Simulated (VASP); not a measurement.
Input of a VASP 6.6.1 run:

File INCAR:

```
  ALGO = Normal
  EDIFF = 1E-8
  ENCUT = 520
  GGA = PE
  ISIF = 2
  ISMEAR = -1
  LASPH = True
  LCHARG = False
  LEFG = True
  LREAL = False
  LWAVE = False
  NBANDS = 15
  NELM = 80
  PREC = Accurate
  SIGMA = 0.05
```

KPOINTS

```
k-points
0
Gamma
  15 15 15
```

File POSCAR:

```
ZrC
1.0
    0.0000000000      2.3032058000      2.3502100000
    2.3032058000      0.0000000000      2.3502100000
    2.3032058000      2.3032058000      0.0000000000
Zr C
1 1
Direct
    0.5000000000      0.5000000000      0.5000000000
    0.0000000000      0.0000000000      0.0000000000
```

Potentials or basis: VASP PAW PBE potentials, release 64 (Zr_sv, C).

The run is started by

```sh
$ cat potpaw_PBE.64/Zr_sv/POTCAR potpaw_PBE.64/C/POTCAR > POTCAR
$ mpirun -np 1 vasp_std > vasp.out
```

Problem. Estimate the band gap on the k mesh.

Solution. Zero (band 8 reaches 11.07 eV, above the bottom of band 9 at 9.70 eV).

Problem. Predict the pressure.

Solution. 11.6 GPa.

Electric field gradients, principal values (V/Å²):
```
atom    least   middle  greatest (by size)
1 Zr  -15.251  -15.251              30.502
 2 C   -1.135   -1.136               2.272
```

Caveat: the cell differs from its parent crystal (equal xx and yy strain of -2 %); without QUAD_EFG the Cq values of the log hold for a quadrupole moment of 1 mb, not for the nuclei.
